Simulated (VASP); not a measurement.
# ZnSe (I-4m2) in VASP: further runs

The runs below take ZnSe through electric field gradients, with PBE.

All numbers are computed with VASP 6.6.1; they aren't measurements. Logs are shortened: lines on timing, memory, paths and dates and some standing lists are left out, and cuts for length are marked.

**1. The cell of the first run**

The structure is tetragonal, space group I-4m2 (No. 119). Conventional cell: a = 3.887 Å, b = 3.887 Å, c = 5.668 Å, α = 90.00°, β = 90.00°, γ = 90.00°. Zn (site symmetry -4m2) has 4 Se at 2.41 Å within 3.2 Å. Se (site symmetry -4m2) has 4 Zn at 2.41 Å within 3.2 Å.

**2. Electric field gradients, PBE (equal xx and yy strain of -3 %)**

Input file INCAR:

```
PREC = Accurate
ENCUT = 520
EDIFF = 1E-8
ISMEAR = -1
SIGMA = 0.03
LREAL = F
LASPH = T
NELM = 80
ALGO = Normal
ISIF = 2
LWAVE = F
LCHARG = F
GGA = PE
LEFG = T
NBANDS = 16
```

Input file KPOINTS:

```
Automatic mesh
0
Gamma
  8 8 8
```

Input file POSCAR:

```
ZnSe
1.0
    0.0000000000      2.7487860000      2.8338000000
    2.7487860000      0.0000000000      2.8338000000
    2.7487860000      2.7487860000      0.0000000000
Zn Se
1 1
Direct
    0.0000000000      0.0000000000      0.0000000000
    0.7500000000      0.7500000000      0.7500000000
```

Potentials or basis: VASP PAW PBE potentials, release 64 (Zn, Se).

Run with:

```sh
cat potpaw_PBE.64/Zn/POTCAR potpaw_PBE.64/Se/POTCAR > POTCAR
mpirun -np 1 vasp_std > vasp.out
```

OUTCAR:

```text
PREC = Accurate
   ENCUT = 520
   EDIFF = 1E-8
   ISMEAR = -1
   LREAL = F
   LASPH = T
   NELM = 80
   ISIF = 2
   GGA = PE

 ion  position               nearest neighbor table
   1  0.000  0.000  0.000-   2 2.41   2 2.41   2 2.41   2 2.41
   2  0.750  0.750  0.750-   1 2.41   1 2.41   1 2.41   1 2.41

  LATTYP: Found a body centered tetragonal cell.
 ALAT       =     3.8873704413
 C/A-ratio  =     1.4579521262

  Lattice vectors:

 A1 = (  -2.7487860000,   0.0000000000,   2.8338000000)
 A2 = (   2.7487860000,   0.0000000000,   2.8338000000)
 A3 = (   0.0000000000,   2.7487860000,  -2.8338000000)

Analysis of symmetry for initial positions (statically):
=====================================================================
 Subroutine PRICEL returns:
 Original cell was already a primitive cell.

 Routine SETGRP: Setting up the symmetry group for a
 body centered tetragonal supercell.

 Subroutine GETGRP returns: Found  8 space group operations
 (whereof  8 operations were pure point group operations)
 out of a pool of 16 trial point group operations.

The static configuration has the point symmetry D_2d.

Analysis of symmetry for dynamics (positions and initial velocities):
=====================================================================
 Subroutine PRICEL returns:
 Original cell was already a primitive cell.

 Routine SETGRP: Setting up the symmetry group for a
 body centered tetragonal supercell.

 Subroutine GETGRP returns: Found  8 space group operations
 (whereof  8 operations were pure point group operations)
 out of a pool of 16 trial point group operations.

The dynamic configuration has the point symmetry D_2d.

 Subroutine INISYM returns: Found  8 space group operations
 (whereof  8 operations are pure point group operations),
 and found     1 'primitive' translations

----------------------------------------------------------------------------------------

                                     Primitive cell

  volume of cell :      42.8234

  direct lattice vectors                    reciprocal lattice vectors
     0.000000000  2.748786000  2.833800000    -0.181898482  0.181898482  0.176441527
     2.748786000  0.000000000  2.833800000     0.181898482 -0.181898482  0.176441527
     2.748786000  2.748786000  0.000000000     0.181898482  0.181898482 -0.176441527

  length of vectors
     3.947942111  3.947942111  3.887370441     0.311938660  0.311938660  0.311938660

  position of ions in fractional coordinates (direct lattice)
     0.000000000  0.000000000  0.000000000
     0.750000000  0.750000000  0.750000000

  ion indices of the primitive-cell ions
   primitive index   ion index
                 1           1
                 2           2

----------------------------------------------------------------------------------------

 KPOINTS: Automatic mesh

Automatic generation of k-mesh.
 Grid dimensions read from file:
 generate k-points for:    8    8    8

 Generating k-lattice:

  Cartesian coordinates                     Fractional coordinates (reciprocal lattice)
    -0.022737310  0.022737310  0.022055191     0.125000000  0.000000000  0.000000000
     0.022737310 -0.022737310  0.022055191     0.000000000  0.125000000  0.000000000
     0.022737310  0.022737310 -0.022055191    -0.000000000 -0.000000000  0.125000000

  Length of vectors
     0.038992333  0.038992333  0.038992333

  Shift w.r.t. Gamma in fractional coordinates (k-lattice)
     0.000000000  0.000000000  0.000000000

 Subroutine IBZKPT returns following result:
 ===========================================

 Found     59 irreducible k-points:

 Following reciprocal coordinates:
            Coordinates               Weight
  0.000000  0.000000  0.000000      1.000000
  0.125000 -0.000000  0.000000      8.000000
  0.250000 -0.000000  0.000000      8.000000
  0.375000 -0.000000  0.000000      8.000000
  0.500000 -0.000000  0.000000      4.000000
  0.125000  0.125000  0.000000      2.000000
[... 16 lines left out ...]
  0.250000 -0.000000  0.125000     16.000000
  0.375000 -0.000000  0.125000     16.000000
 [... further k-points ...]
   k-points           NKPTS =     59   k-points in BZ     NKDIM =     59   number of bands    NBANDS=     16
   number of dos      NEDOS =    301   number of ions     NIONS =      2
   total plane-waves  NPLWV =  27000
   dimension x,y,z NGX =    30 NGY =   30 NGZ =   30
   dimension x,y,z NGXF=    60 NGYF=   60 NGZF=   60
   ions per type =               1   1
   NGX,Y,Z   is equivalent  to a cutoff of  12.63, 12.63, 12.83 a.u.
   NGXF,Y,Z  is equivalent  to a cutoff of  25.27, 25.27, 25.66 a.u.
 SYSTEM =  unknown system
   PREC   = accura    normal or accurate (medium, high low for compatibility)
   ISTART =      0    job   : 0-new  1-cont  2-samecut
   ICHARG =      2    charge: 1-file 2-atom 10-const
   ISPIN  =      1    spin polarized calculation?
   LNONCOLLINEAR =      F non collinear calculations
   LSORBIT =      F    spin-orbit coupling
   LASPH  =      T    aspherical Exc in radial PAW
   ENCUT  =  520.0 eV  38.22 Ry    6.18 a.u.   7.34  7.34  7.23*2*pi/ulx,y,z
   NELM   =     80;   NELMIN=  2; NELMDL= -5     # of ELM steps
   EDIFF  = 0.1E-07   stopping-criterion for ELM
   LREAL  =      F    real-space projection
   EDIFFG = 0.1E-06   stopping-criterion for IOM
   NSW    =      0    number of steps for IOM
   IBRION =     -1    ionic relax: 0-MD 1-quasi-New 2-CG
   NFREE  =      0    steps in history (QN), initial steepest desc. (CG)
   ISIF   =      2    stress and relaxation
   ISYM   =      2    0-nonsym 1-usesym 2-fastsym
   POTIM  = 0.5000    time-step for ionic-motion
   TEBEG  =    0.0;   TEEND  =   0.0 temperature during run
   PSTRESS=    0.0 pullay stress
   NELECT =      18.0000    total number of electrons
   NUPDOWN=      -1.0000    fix difference up-down
   EMIN   =  10.00;   EMAX   =-10.00  energy-range for DOS
   EFERMI =   0.00;   METHOD = LEGACY
   ISMEAR =    -1;   SIGMA  =   0.03  broadening in eV -4-tet -1-fermi 0-gaus
   EFERMI_NEDOS =   21; number of points for ismear=-14 and -15
   IALGO  =     38    algorithm
   IMIX   =      4    mixing-type and parameters
     AMIX     =   0.40;   BMIX     =  1.00
     AMIX_MAG =   1.60;   BMIX_MAG =  1.00
  volume/ion in A,a.u.               =      21.41       144.49
  Fermi-wavevector in a.u.,A,eV,Ry     =   1.226324  2.317417 20.461409  1.503871
  Thomas-Fermi vector in A             =   2.361329
   LORBIT       =      0    0 simple, 1 ext, 2 COOP (PROOUT), +10 PAW based schemes
   GGA     = PE    functional components
[... 5 lines left out ...]
 non-spin polarized calculation
  energy-cutoff  :      520.00
  volume of cell :       42.82
 maximum number of plane-waves:      1179
 NGX is ok and might be reduce to    30
   NGX = 15   NGY = 15   NGZ = 15

 number of electron      17.9999985 magnetization

 Free energy of the ion-electron system (eV)
  ---------------------------------------------------
  ext. energy  EPLUGINS =         0.00000000
  ---------------------------------------------------
  free energy    TOTEN  =        -5.94097499 eV

  energy without entropy =       -5.94097499  energy(sigma->0) =       -5.94097499

 E-fermi :   2.8431     XC(G=0):  -9.6039

 val. band max:        2.1962154920   @ k =   0.0000   0.0000   0.0000
 cond. band min:       3.6938869998   @ k =   0.0000   0.0000   0.0000
 fundamental gap:      1.4976715077
 Fermi energy:         2.8431437841

 k-point     1 :       0.0000    0.0000    0.0000
  band No.  band energies     occupation
      1     -11.5131      2.00000
      2      -4.6412      2.00000
      3      -4.6257      2.00000
      4      -4.6257      2.00000
      5      -4.2084      2.00000
      6      -4.2006      2.00000
[... 8 lines left out ...]
     15      13.4308      0.00000
     16      14.0301      0.00000

 k-point     2 :       0.1250   -0.0000    0.0000
  band No.  band energies     occupation
      1     -11.4001      2.00000
      2      -4.6320      2.00000
      3      -4.6146      2.00000
      4      -4.6071      2.00000
      5      -4.2092      2.00000
      6      -4.2032      2.00000
[... 8 lines left out ...]
     15      13.1135      0.00000
     16      13.2114      0.00000

 k-point     3 :       0.2500   -0.0000    0.0000
  band No.  band energies     occupation
      1     -11.1047      2.00000
      2      -4.5890      2.00000
      3      -4.5723      2.00000
      4      -4.5657      2.00000
      5      -4.2048      2.00000
      6      -4.2041      2.00000
[... 8 lines left out ...]
     15      12.7462      0.00000
     16      13.0669      0.00000

 k-point     4 :       0.3750   -0.0000    0.0000
  band No.  band energies     occupation
      1     -10.7687      2.00000
      2      -4.5517      2.00000
      3      -4.5320      2.00000
      4      -4.3781      2.00000
      5      -4.1949      2.00000
      6      -4.1881      2.00000
[... 8 lines left out ...]
     15      13.8159      0.00000
     16      13.9574      0.00000

 k-point     5 :       0.5000   -0.0000    0.0000
  band No.  band energies     occupation
      1     -10.6142      2.00000
      2      -4.5423      2.00000
      3      -4.5210      2.00000
      4      -4.1873      2.00000
      5      -4.1801      2.00000
      6      -4.0242      2.00000
[... 8 lines left out ...]
     15      15.3806      0.00000
     16      15.6257      0.00000

 k-point     6 :       0.1250    0.1250    0.0000
  band No.  band energies     occupation
      1     -11.3678      2.00000
      2      -4.6547      2.00000
      3      -4.5913      2.00000
      4      -4.5913      2.00000
      5      -4.2227      2.00000
      6      -4.1933      2.00000
[... 8 lines left out ...]
     15      13.5816      0.00000
     16      14.2438      0.00000
[... 267 lines left out ...]
 k-point    21 :       0.5000    0.5000    0.0000
  band No.  band energies     occupation
      1     -10.3441      2.00000
      2      -4.6405      2.00000
      3      -4.3346      2.00000
      4      -4.3346      2.00000
      5      -4.1505      2.00000
      6      -4.0312      2.00000
[... 8 lines left out ...]
     15      16.3745      0.00000
     16      16.9099      0.00000

 k-point    22 :       0.1250    0.0000    0.1250
  band No.  band energies     occupation
      1     -11.3596      2.00000
      2      -4.6418      2.00000
      3      -4.6086      2.00000
      4      -4.5914      2.00000
      5      -4.2159      2.00000
      6      -4.1975      2.00000
[... 8 lines left out ...]
     15      13.6717      0.00000
     16      13.8425      0.00000

 k-point    23 :       0.2500   -0.0000    0.1250
  band No.  band energies     occupation
      1     -11.1220      2.00000
      2      -4.6323      2.00000
      3      -4.5665      2.00000
      4      -4.5472      2.00000
      5      -4.2223      2.00000
      6      -4.1892      2.00000
[... 8 lines left out ...]
     15      13.6814      0.00000
     16      14.5287      0.00000

 k-point    24 :       0.3750   -0.0000    0.1250
  band No.  band energies     occupation
      1     -10.7939      2.00000
      2      -4.5635      2.00000
      3      -4.5221      2.00000
      4      -4.4568      2.00000
      5      -4.2014      2.00000
      6      -4.1775      2.00000
[... 8 lines left out ...]
     15      14.0831      0.00000
     16      14.7029      0.00000

 [... further k-points ...]
[... 5 lines left out ...]
  --------------------------------------------------------------------------------------
  -------------------------------------------------------------------------------------
  Total        1.9572286      1.9572286      1.6832140      0.0000000      0.0000000      0.0000000
  in kB       73.2269731     73.2269731     62.9750993      0.0000000      0.0000000      0.0000000
  external PRESSURE =      69.8096818 kB  Pullay stress =       0.0000000 kB

 VOLUME and BASIS-vectors are now :
 -----------------------------------------------------------------------------
  energy-cutoff  :      520.00
  volume of cell :       42.82
      direct lattice vectors                 reciprocal lattice vectors
     0.000000000  2.748786000  2.833800000    -0.181898482  0.181898482  0.176441527
     2.748786000  0.000000000  2.833800000     0.181898482 -0.181898482  0.176441527
     2.748786000  2.748786000  0.000000000     0.181898482  0.181898482 -0.176441527

 POSITION                                       TOTAL-FORCE (eV/Angst)
 -----------------------------------------------------------------------------------
      0.00000      0.00000      0.00000         0.000000      0.000000     -0.000000
      4.12318      4.12318      4.25070         0.000000      0.000000      0.000000
 -----------------------------------------------------------------------------------
    total drift:                               -0.000001     -0.000001     -0.000000

  FREE ENERGIE OF THE ION-ELECTRON SYSTEM (eV)
  ---------------------------------------------------
  free  energy   TOTEN  =        -5.9409749877 eV

  energy  without entropy=       -5.9409749877  energy(sigma->0) =       -5.94097499

 Electric field gradients (V/A^2)
---------------------------------------------------------------------
 ion       V_xx      V_yy      V_zz      V_xy      V_xz      V_yz
---------------------------------------------------------------------
   1       2.591     2.591    -5.183     0.007     0.003     0.003
   2      -6.639    -6.639    13.278    -0.000    -0.000    -0.000
---------------------------------------------------------------------

 Electric field gradients after diagonalization (V/A^2)
 (convention: |V_zz| > |V_xx| > |V_yy|)
----------------------------------------------------------------------
 ion       V_xx      V_yy      V_zz     asymmetry (V_yy - V_xx)/ V_zz
----------------------------------------------------------------------
   1       2.598     2.584    -5.183       0.003
   2      -6.639    -6.638    13.278       0.000
----------------------------------------------------------------------

           NMR quadrupolar parameters

 Cq : quadrupolar parameter    Cq=e*Q*V_zz/h
 eta: asymmetry parameters     (V_yy - V_xx)/ V_zz
 Q  : nuclear electric quadrupole moment in mb (millibarn)
----------------------------------------------------------------------
 ion       Cq(MHz)       eta       Q (mb)
----------------------------------------------------------------------
   1      -0.013       0.003       1.000
   2       0.032       0.000       1.000
----------------------------------------------------------------------
```

Run time: 43 s. Hardware: 1 thread of AMD EPYC 9R45 (Zen 5), shared host; peak memory 0.16 GiB.

What came out:

| Quantity | Value |
| --- | --- |
| Free energy | -5.9410 eV |
| Pressure | 7.0 GPa |
| Band gap on the k mesh | 1.50 eV, direct |

Stress tensor (GPa, compression positive):
```
7.32 0.00 0.00
0.00 7.32 0.00
0.00 0.00 6.30
```

Electric field gradients, principal values (V/Å²):
| atom | least | middle | greatest (by size) |
| --- | --- | --- | --- |
| 1 Zn | 2.584 | 2.598 | -5.183 |
| 2 Se | -6.638 | -6.639 | 13.278 |

Caveat: the cell differs from its parent crystal (equal xx and yy strain of -3 %); without QUAD_EFG the Cq values of the log hold for a quadrupole moment of 1 mb, not for the nuclei.

(Continued in part 2 of 2.)
